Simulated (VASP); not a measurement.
# O (P-3m1) in VASP: single point with PBEsol+D4

Aim: the single point of O with PBEsol+D4.

Program: VASP 6.6.1. These are calculated values, not measurements. Logs are shortened: lines on timing, memory, paths and dates and some standing lists are left out, and cuts for length are marked.

**1. The cell of the first run**

Symmetry: P-3m1, No. 164, trigonal system. Conventional cell: a = 3.516 Å, b = 3.516 Å, c = 4.643 Å, α = 90.00°, β = 90.00°, γ = 120.00°. Within 4.0 Å of O (site symmetry 3m) lie 12 O at 3.02 to 3.52 Å.

**2. Single point, PBEsol+D4**

File INCAR:

```
PREC = Accurate
ENCUT = 600
EDIFF = 1E-6
ISMEAR = 1
SIGMA = 0.1
LREAL = F
LASPH = T
NELM = 120
ALGO = Normal
ISIF = 2
LWAVE = F
LCHARG = F
GGA = PS
IVDW = 13
NBANDS = 13
GGA_COMPAT = F
```

File KPOINTS:

```
regular mesh
0
Gamma
  6 6 4
```

File POSCAR:

```
O
1.0
    3.5155260000      0.0000000000      0.0000000000
   -1.7577630000      3.0445350000      0.0000000000
    0.0000000000      0.0000000000      4.6429790000
O
2
Direct
    0.6666666667      0.3333333333      0.7593720000
    0.3333333333      0.6666666667      0.2406280000
```

Potentials or basis: VASP PAW PBE potentials, release 64 (O).

Run with:

```sh
$ cat potpaw_PBE.64/O/POTCAR > POTCAR
$ mpirun -np 1 vasp_std > vasp.out
```

OUTCAR:

```text
PREC = Accurate
   ENCUT = 600
   EDIFF = 1E-6
   ISMEAR = 1
   LREAL = F
   LASPH = T
   NELM = 120
   ISIF = 2
   GGA = PS
   IVDW = 13

 ion  position               nearest neighbor table
   1  0.667  0.333  0.759-
   2  0.333  0.667  0.241-

  LATTYP: Found a hexagonal cell.
 ALAT       =     3.5155260000
 C/A-ratio  =     1.3207067733

  Lattice vectors:

 A1 = (   3.5155260000,   0.0000000000,   0.0000000000)
 A2 = (  -1.7577630000,   3.0445350000,   0.0000000000)
 A3 = (   0.0000000000,   0.0000000000,   4.6429790000)

Analysis of symmetry for initial positions (statically):
=====================================================================
 Subroutine PRICEL returns:
 Original cell was already a primitive cell.

 Routine SETGRP: Setting up the symmetry group for a
 hexagonal supercell.

 Subroutine GETGRP returns: Found 12 space group operations
 (whereof 12 operations were pure point group operations)
 out of a pool of 24 trial point group operations.

The static configuration has the point symmetry D_3d.

Analysis of symmetry for dynamics (positions and initial velocities):
=====================================================================
 Subroutine PRICEL returns:
 Original cell was already a primitive cell.

 Routine SETGRP: Setting up the symmetry group for a
 hexagonal supercell.

 Subroutine GETGRP returns: Found 12 space group operations
 (whereof 12 operations were pure point group operations)
 out of a pool of 24 trial point group operations.

The dynamic configuration has the point symmetry D_3d.

 Subroutine INISYM returns: Found 12 space group operations
 (whereof 12 operations are pure point group operations),
 and found     1 'primitive' translations

----------------------------------------------------------------------------------------

                                     Primitive cell

  volume of cell :      49.6945

  direct lattice vectors                    reciprocal lattice vectors
     3.515526000  0.000000000  0.000000000     0.284452455  0.164228692  0.000000000
    -1.757763000  3.044535000  0.000000000     0.000000000  0.328457383  0.000000000
     0.000000000  0.000000000  4.642979000     0.000000000  0.000000000  0.215378963

  length of vectors
     3.515526000  3.515526153  4.642979000     0.328457398  0.328457383  0.215378963

  position of ions in fractional coordinates (direct lattice)
     0.666666667  0.333333333  0.759372000
     0.333333333  0.666666667  0.240628000

  ion indices of the primitive-cell ions
   primitive index   ion index
                 1           1
                 2           2

----------------------------------------------------------------------------------------

 KPOINTS: regular mesh

Automatic generation of k-mesh.
 Grid dimensions read from file:
 generate k-points for:    6    6    4

 Generating k-lattice:

  Cartesian coordinates                     Fractional coordinates (reciprocal lattice)
     0.047408742  0.027371449  0.000000000     0.166666667  0.000000000  0.000000000
     0.000000000  0.054742897  0.000000000     0.000000000  0.166666667  0.000000000
     0.000000000  0.000000000  0.053844741     0.000000000  0.000000000  0.250000000

  Length of vectors
     0.054742900  0.054742897  0.053844741

  Shift w.r.t. Gamma in fractional coordinates (k-lattice)
     0.000000000  0.000000000  0.000000000

 Subroutine IBZKPT returns following result:
 ===========================================

 Found     24 irreducible k-points:

 Following reciprocal coordinates:
            Coordinates               Weight
  0.000000  0.000000  0.000000      1.000000
  0.166667  0.000000  0.000000      6.000000
  0.333333  0.000000  0.000000      6.000000
  0.500000  0.000000  0.000000      3.000000
  0.166667  0.166667  0.000000      6.000000
  0.333333  0.166667  0.000000     12.000000
[... 16 lines left out ...]
  0.333333  0.166667  0.500000     12.000000
  0.333333  0.333333  0.500000      2.000000
   k-points           NKPTS =     24   k-points in BZ     NKDIM =     24   number of bands    NBANDS=     13
   number of dos      NEDOS =    301   number of ions     NIONS =      2
   total plane-waves  NPLWV =  31360
   dimension x,y,z NGX =    28 NGY =   28 NGZ =   40
   dimension x,y,z NGXF=    56 NGYF=   56 NGZF=   80
   ions per type =               2
   NGX,Y,Z   is equivalent  to a cutoff of  13.24, 13.24, 14.32 a.u.
   NGXF,Y,Z  is equivalent  to a cutoff of  26.48, 26.48, 28.64 a.u.
 SYSTEM =  unknown system
   PREC   = accura    normal or accurate (medium, high low for compatibility)
   ISTART =      0    job   : 0-new  1-cont  2-samecut
   ICHARG =      2    charge: 1-file 2-atom 10-const
   ISPIN  =      1    spin polarized calculation?
   LNONCOLLINEAR =      F non collinear calculations
   LSORBIT =      F    spin-orbit coupling
   LASPH  =      T    aspherical Exc in radial PAW
   ENCUT  =  600.0 eV  44.10 Ry    6.64 a.u.   7.02  7.02  9.27*2*pi/ulx,y,z
   NELM   =    120;   NELMIN=  2; NELMDL= -5     # of ELM steps
   EDIFF  = 0.1E-05   stopping-criterion for ELM
   LREAL  =      F    real-space projection
   EDIFFG = 0.1E-04   stopping-criterion for IOM
   NSW    =      0    number of steps for IOM
   IBRION =     -1    ionic relax: 0-MD 1-quasi-New 2-CG
   NFREE  =      0    steps in history (QN), initial steepest desc. (CG)
   ISIF   =      2    stress and relaxation
   ISYM   =      2    0-nonsym 1-usesym 2-fastsym
   POTIM  = 0.5000    time-step for ionic-motion
   TEBEG  =    0.0;   TEEND  =   0.0 temperature during run
   PSTRESS=    0.0 pullay stress
   NELECT =      12.0000    total number of electrons
   NUPDOWN=      -1.0000    fix difference up-down
   EMIN   =  10.00;   EMAX   =-10.00  energy-range for DOS
   EFERMI =   0.00;   METHOD = LEGACY
   ISMEAR =     1;   SIGMA  =   0.10  broadening in eV -4-tet -1-fermi 0-gaus
   EFERMI_NEDOS =   21; number of points for ismear=-14 and -15
   IALGO  =     38    algorithm
   IMIX   =      4    mixing-type and parameters
     AMIX     =   0.40;   BMIX     =  1.00
     AMIX_MAG =   1.60;   BMIX_MAG =  1.00
  volume/ion in A,a.u.               =      24.85       167.68
  Fermi-wavevector in a.u.,A,eV,Ry     =   1.019450  1.926481 14.140239  1.039278
  Thomas-Fermi vector in A             =   2.152964
   LORBIT       =      0    0 simple, 1 ext, 2 COOP (PROOUT), +10 PAW based schemes
   GGA     = PS    functional components
   LHFCALC =     F    Hartree Fock is set to
   AEXX    =    0.0000 exact exchange contribution
   IVDW    =    13    specifies the selected vdW correction
   LEPSILON=     F    determine dielectric tensor
   LRPA    =     F    only Hartree local field effects (RPA)
 non-spin polarized calculation
 Methfessel and Paxton  Order N= 1 SIGMA  =   0.10
  energy-cutoff  :      600.00
  volume of cell :       49.69
 maximum number of plane-waves:      1668
   NGX = 13   NGY = 13   NGZ = 19

 number of electron      11.9999997 magnetization

 Free energy of the ion-electron system (eV)
  ---------------------------------------------------
  ext. energy  EPLUGINS =         0.00000000
  ---------------------------------------------------
  free energy    TOTEN  =        -1.80249615 eV

  energy without entropy =       -1.80756300  energy(sigma->0) =       -1.80418510

 E-fermi :  -6.0953     XC(G=0):  -6.7261

 val. band max:       -6.0979106528   @ k =   0.3333   0.0000   0.5000
 cond. band min:      -6.0828976524   @ k =  -0.1667   0.5000   0.2500
 fundamental gap:      0.0150130004
 Fermi energy:        -6.0953454423

 k-point     1 :       0.0000    0.0000    0.0000
  band No.  band energies     occupation
      1     -21.5783      2.00000
      2     -21.0542      2.00000
      3      -7.2650      2.00000
      4      -6.2025      2.06214
      5      -6.2025      2.06214
      6      -5.8723     -0.00709
      7      -5.8723     -0.00709
      8      -5.6966     -0.00000
      9       2.5614      0.00000
     10       7.8003      0.00000
     11       9.4181      0.00000
     12      14.1265      0.00000
     13      14.1265      0.00000

 k-point     2 :       0.1667    0.0000    0.0000
  band No.  band energies     occupation
      1     -21.5223      2.00000
      2     -21.0596      2.00000
      3      -7.1520      2.00000
      4      -6.3867      2.00030
      5      -6.2805      2.02509
      6      -6.0679      0.55475
      7      -5.8638     -0.00507
      8      -5.7664     -0.00003
      9       3.1752      0.00000
     10       8.2541      0.00000
     11       9.4845      0.00000
     12      11.4739      0.00000
     13      14.1539      0.00000

 k-point     3 :       0.3333    0.0000    0.0000
  band No.  band energies     occupation
      1     -21.3903      2.00000
      2     -21.0890      2.00000
      3      -6.8778      2.00000
      4      -6.7812      2.00000
      5      -6.4141      2.00006
      6      -6.3599      2.00118
      7      -5.9646     -0.06903
      8      -5.8669     -0.00574
      9       4.6914      0.00000
     10       8.6928      0.00000
     11       9.3069      0.00000
     12       9.7425      0.00000
     13      12.9183      0.00000
[... 305 lines left out ...]
 k-point    23 :       0.3333    0.1667    0.5000
  band No.  band energies     occupation
      1     -21.2259      2.00000
      2     -21.1959      2.00000
      3      -7.1220      2.00000
      4      -7.1036      2.00000
      5      -6.4003      2.00014
      6      -6.2886      2.01978
      7      -5.8647     -0.00527
      8      -5.8562     -0.00371
      9       7.0214      0.00000
     10       7.2524      0.00000
     11       9.0258      0.00000
     12       9.2167      0.00000
     13      11.9231      0.00000

 k-point    24 :       0.3333    0.3333    0.5000
  band No.  band energies     occupation
      1     -21.1968      2.00000
      2     -21.1968      2.00000
      3      -7.0757      2.00000
      4      -7.0757      2.00000
      5      -6.5915      2.00000
      6      -6.4562      2.00000
      7      -5.8076     -0.00036
      8      -5.8076     -0.00036
      9       7.8075      0.00000
     10       7.9388      0.00000
     11       9.0126      0.00000
     12       9.0126      0.00000
     13      10.6326      0.00000

------------------------ aborting loop because EDIFF is reached ----------------------------------------

  DFT-D4 for vdW energy calculation

  Edisp (eV):   -0.04161

  FORCE on cell =-STRESS in cart. coord.  units (eV):
  Direction    XX          YY          ZZ          XY          YZ          ZX
  --------------------------------------------------------------------------------------
  -------------------------------------------------------------------------------------
  Total      -2.17084    -2.17084    -4.64772     0.00000     0.00000     0.00000
  in kB     -69.98916   -69.98916  -149.84506     0.00000     0.00000     0.00000
  external pressure =      -96.61 kB  Pullay stress =        0.00 kB

 VOLUME and BASIS-vectors are now :
 -----------------------------------------------------------------------------
  energy-cutoff  :      600.00
  volume of cell :       49.69
      direct lattice vectors                 reciprocal lattice vectors
     3.515526000  0.000000000  0.000000000     0.284452455  0.164228692  0.000000000
    -1.757763000  3.044535000  0.000000000     0.000000000  0.328457383  0.000000000
     0.000000000  0.000000000  4.642979000     0.000000000  0.000000000  0.215378963

 POSITION                                       TOTAL-FORCE (eV/Angst)
 -----------------------------------------------------------------------------------
      1.75776      1.01484      3.52575         0.000000     -0.000000      0.376643
     -0.00000      2.02969      1.11723        -0.000000      0.000000     -0.376643
 -----------------------------------------------------------------------------------
    total drift:                                0.000000     -0.000000      0.000000

  FREE ENERGIE OF THE ION-ELECTRON SYSTEM (eV)
  ---------------------------------------------------
  free  energy   TOTEN  =        -1.8441046713 eV

  energy  without entropy=       -1.8491715197  energy(sigma->0) =       -1.84579362
```

Run time: 6.2 s. Hardware: 1 thread of Intel Xeon 6975P-C (Granite Rapids), shared host; peak memory 0.16 GiB.

Results:

```
Free energy                : -1.8441 eV
Pressure                   : -9.7 GPa
Largest force              : 0.377 eV/Å
Band gap on the k mesh     : zero (band 6 reaches -5.87 eV, above the bottom of band 7 at -6.35 eV)
Dispersion energy per atom : -0.021 eV
```

Forces on the atoms (eV/Å):
```
O    0.000  0.000  0.377
O    0.000  0.000 -0.377
```

Levels at points of the mesh, in eV from the Fermi level:
```csv
k point,band 3,band 4,band 5,band 6,band 7,band 8,band 9,band 10
"(0.00, 0.00, 0.00)",-1.17,-0.11,-0.11,0.22,0.22,0.40,8.66,13.90
"(0.50, 0.00, 0.00)",-0.89,-0.58,-0.38,-0.36,-0.05,0.22,12.50,12.96
"(0.00, 0.00, 0.50)",-0.53,-0.43,0.03,0.03,0.09,0.09,10.59,10.76
"(0.50, 0.00, 0.50)",-1.11,-1.08,-0.14,-0.03,0.15,0.16,13.33,13.47
```

Caveat: the PAW data sets were made with another functional, which shifts forces and pressure a little; pairwise dispersion overbinds metals, which lowers pressure and volume.
